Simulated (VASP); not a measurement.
Set up this calculation in VASP 6.6.1, as the native input.

```yaml
Task: single point
Functional: PBE
Potentials_or_basis: VASP PAW PBE potentials, release 64 (Te)
Cutoff: 520 eV
k_mesh: 9 × 9 × 14
Occupations: gaussian, width 0.1 eV
Spin: no spin polarisation
Dipole_correction: no
Further_INCAR_settings: ALGO = Normal; EDIFF = 1e-07; NBANDS = 16
```

The structure of Te lies in POSCAR:

```
Te
1.0
    5.6541241129      0.0000000000      0.0000000000
   -2.8270620565      4.8966151179      0.0000000000
    0.0000000000      0.0000000000      3.1633687333
Te
3
Direct
    0.0000000000      0.0000000000      0.0000000000
    0.3333333333      0.6666666667      0.5000000000
    0.6666666667      0.3333333333      0.5000000000
```

These files were run (other wordings do the same):

INCAR

```
PREC = Accurate
ENCUT = 520
EDIFF = 1E-7
ISMEAR = 0
SIGMA = 0.1
LREAL = F
LASPH = T
NELM = 100
ALGO = Normal
ISIF = 2
LWAVE = F
LCHARG = F
GGA = PE
NBANDS = 16
```

KPOINTS

```
regular mesh
0
Gamma
  9 9 14
```

Potentials or basis: VASP PAW PBE potentials, release 64 (Te).

Run with:

```console
$ cat potpaw_PBE.64/Te/POTCAR > POTCAR
$ mpirun -np 1 vasp_std > vasp.out
```

It gave:

```yaml
Pressure: -0.1 GPa
Band_gap_on_the_k_mesh: zero (band 9 reaches 9.88 eV, above the bottom of band 10 at 5.17 eV)
```

Caveat: spin-orbit coupling is left out, which moves the levels of the heavy elements.

Wall time 95 s on 1 thread of Intel(R) Xeon(R) Platinum 8488C (Sapphire Rapids) (shared host), peak memory 0.26 GiB.
